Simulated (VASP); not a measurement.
Input of a VASP 6.6.1 run:

Contents of INCAR:

```
ALGO = Normal
EDIFF = 1E-7
ENCUT = 520
GGA = PE
ISIF = 2
ISMEAR = 0
ISPIN = 2
LASPH = T
LCHARG = F
LORBIT = 11
LREAL = F
LWAVE = F
MAGMOM = 1 1 1 1 1 1 1 1 1 1
NBANDS = 35
NELM = 150
PREC = Accurate
SIGMA = 0.1
```

File KPOINTS:

```
k-points
0
Gamma
  6 6 2
```

File POSCAR:

```
C
1.0
    2.6478986000      0.0000000000      0.0000000000
   -1.3239493000      2.2931474500      0.0000000000
    0.0000000000      0.0000000000      9.3406367700
C
10
Direct
    0.3333333300      0.6666666700      0.5790258200
    0.6666666700      0.3333333300      0.0790258200
    0.0000000000      0.0000000000      0.7500000000
    0.3333333300      0.6666666700      0.9209741800
    0.0000000000      0.0000000000      0.2500000000
    0.6666666700      0.3333333300      0.4209741800
    0.3333333300      0.6666666700      0.7500000000
    0.0000000000      0.0000000000      0.5000000000
    0.6666666700      0.3333333300      0.2500000000
    0.0000000000      0.0000000000      0.0000000000
```

Potentials or basis: VASP PAW PBE potentials, release 64 (C).

Command:

```console
$ cat potpaw_PBE.64/C/POTCAR > POTCAR
$ mpirun -np 1 vasp_std > vasp.out
```

**Question.** Predict the pressure.

**Answer.** 46.1 GPa.

**Question.** What does it give for the net moment?

**Answer.** 0.00 μB per cell.

**Question.** What does it give for the band gap on the k mesh?

**Answer.** Zero (filled and empty bands overlap).

**Question.** Estimate the largest force.

**Answer.** 0.495 eV/Å.

Stress tensor (GPa, compression positive):
```
 -3.59   0.00   0.00
  0.00  -3.59   0.00
  0.00   0.00 145.42
```

Caveat: the k points lie up to 0.46 Å⁻¹ apart.
